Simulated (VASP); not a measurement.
Set up this calculation in VASP 6.6.1, as the native input.

```
Task                   : relaxation of cell and atoms
Functional             : BLYP
Dispersion             : D4
Potentials or basis    : VASP PAW PBE potentials, release 64 (In_d)
Cutoff                 : 600 eV
k mesh                 : 9 × 9 × 5
Occupations            : fermi-dirac, width 0.05 eV
Spin                   : no spin polarisation
Dipole correction      : no
Further INCAR settings : ALGO = Normal; EDIFF = 1e-06; IBRION = 2; EDIFFG = -0.01; NSW = 60; ISIF = 3
```

The structure of In lies in POSCAR:

```
In
1.0
    3.3354847820      0.0000000000      0.0000000000
   -1.6677423910      2.8886145552      0.0000000000
    0.0000000000      0.0000000000      5.5091429200
In
2
Direct
    0.6666666667      0.3333333333      0.7500000000
    0.3333333333      0.6666666667      0.2500000000
```

This isn't the form of In at room conditions, which is tetragonal.

One way to write it, as run:

INCAR

```
SYSTEM = In
AGGAC    = 1.0          
AGGAX    = 1.0          
ALDAC    = 0.0          
ALDAX    = 1.0          
ALGO     = Normal         ! electronic algorithm
EDIFF    = 1E-6           ! SCF threshold, eV
EDIFFG   = -0.01          ! ionic threshold
ENCUT    = 600            ! plane-wave cutoff, eV
GGA      = B5             ! functional
IBRION   = 2              ! ionic algorithm
ISIF     = 3              ! what is computed and relaxed
ISMEAR   = -1             ! smearing method
IVDW     = 13             ! dispersion correction
LASPH    = .TRUE.         ! aspherical terms in the spheres
LCHARG   = .FALSE.        ! write CHGCAR
LREAL    = .FALSE.        ! projectors in reciprocal space
LWAVE    = .FALSE.        ! write WAVECAR
NELM     = 80             ! most SCF steps
NSW      = 60             ! ionic steps
PREC     = Accurate       ! precision mode
SIGMA    = 0.05           ! smearing width, eV
VDW_A1   = 0.44488865   
VDW_A2   = 4.0933009    
VDW_S6   = 1.0          
VDW_S8   = 2.34076671
```

KPOINTS

```
k-points
0
G
  9 9 5
  0 0 0
```

Potentials or basis: VASP PAW PBE potentials, release 64 (In_d).

The run is started by

```sh
$ cat potpaw_PBE.64/In_d/POTCAR > POTCAR
$ mpirun -np 1 vasp_std > vasp.out
```

Results of the run:

| Item | Value |
| --- | --- |
| Relaxed volume | 27.99 Å³/atom |
| Relaxed cell | a = 3.304 Å, b = 3.304 Å, c = 5.923 Å, α = 90.00°, β = 90.00°, γ = 120.00° |
| Space group after relaxing (to 0.1 Å) | P6_3/mmc (No. 194) |
| Energy gained by relaxing | 15.4 meV/atom |
| Ionic steps | 14 |
| Pressure after relaxing | 0.0 GPa |
| Band gap on the k mesh | zero (bands 13 and 14 overlap by 3.43 eV) |
| Dispersion energy per atom | -0.617 eV |

Caveat: the PAW data sets were made with another functional, which shifts forces and pressure a little; spin-orbit coupling is left out, which moves the levels of the heavy elements.

Wall time 6.5 min on 1 thread of Intel Xeon 8259CL, on a shared host, peak memory 0.21 GiB.
